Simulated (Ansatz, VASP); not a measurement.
# Two plane-wave programs on TiAl

INCAR

```
SYSTEM = TiAl
PREC = Accurate ; ENCUT = 520
EDIFF = 1E-6 ; ISMEAR = 0
SIGMA = 0.15 ; LREAL = .False.
LASPH = .True. ; NELM = 80
ALGO = Fast ; ISIF = 2
LWAVE = .False. ; LCHARG = .False.
GGA = PS ; NBANDS = 14
```

File KPOINTS:

```
Automatic mesh
0
Gamma
  14 14 14
  0 0 0
```

Contents of POSCAR:

```
TiAl
1.0
    2.8089068443      0.0000000000      0.0000000000
    0.0000000000      3.3874154113      0.0000000000
    0.0000000000      0.0000000000      3.1560751060
Ti Al
1 1
Direct
    0.0000000000      0.0000000000      0.0000000000
    0.5000000000      0.5000000000      0.5000000000
```

Input for Ansatz:

```yaml
crystal:
  lattice:
    - [2.8089068443, 0.0, 0.0]
    - [0.0, 3.3874154113, 0.0]
    - [0.0, 0.0, 3.156075106]
  atoms:
    - { symbol: Ti, position: [0.0, 0.0, 0.0] }
    - { symbol: Al, position: [0.5, 0.5, 0.5] }
basis:
  ecutwfc: 520.0
kpoints:
  mp_grid: { grid: [14, 14, 14] }
hamiltonian:
  xc: pbesol
  pseudopotentials: { kind: paw, azcp: { folder: soft_1 } }
scf:
  occupations: { method: gaussian, width: 0.15 }
output:
  forces: true
  stress: true
  eigenvalues: true
```

Change from the starting cell: normal strain along x -0.1100, normal strain along y +0.0733.

Alike in both runs: task single point; functional PBEsol; k mesh 14 × 14 × 14; occupations gaussian, width 0.15 eV; no spin polarisation.

|  | VASP | Ansatz |
| --- | --- | --- |
| version | VASP 6.6.1 | Ansatz 0.2.0 |
| potentials or method | VASP PAW PBE potentials, release 64 (Ti_sv, Al), cutoff 520 eV | scalar-relativistic, plane waves, PAW |
| valence electrons in the cell | 15 | 15 |

|  | VASP | Ansatz | Ansatz less VASP |
| --- | --- | --- | --- |
| gap on the k mesh at the Fermi level (eV) | none | none | - |
| pressure (GPa) | 6.8 | 6.7 | -0.07 |
| traceless stress, the component that is largest in VASP (GPa) | -4.99 | -5.00 | -0.010 |

VASP's potentials were made for PBE, not for PBEsol, and Ansatz warns of the same on its side. A gap of «none» marks a metal or a gap that the smearing closes. With one functional, cell and mesh, what is left measures potentials, basis and numerics.
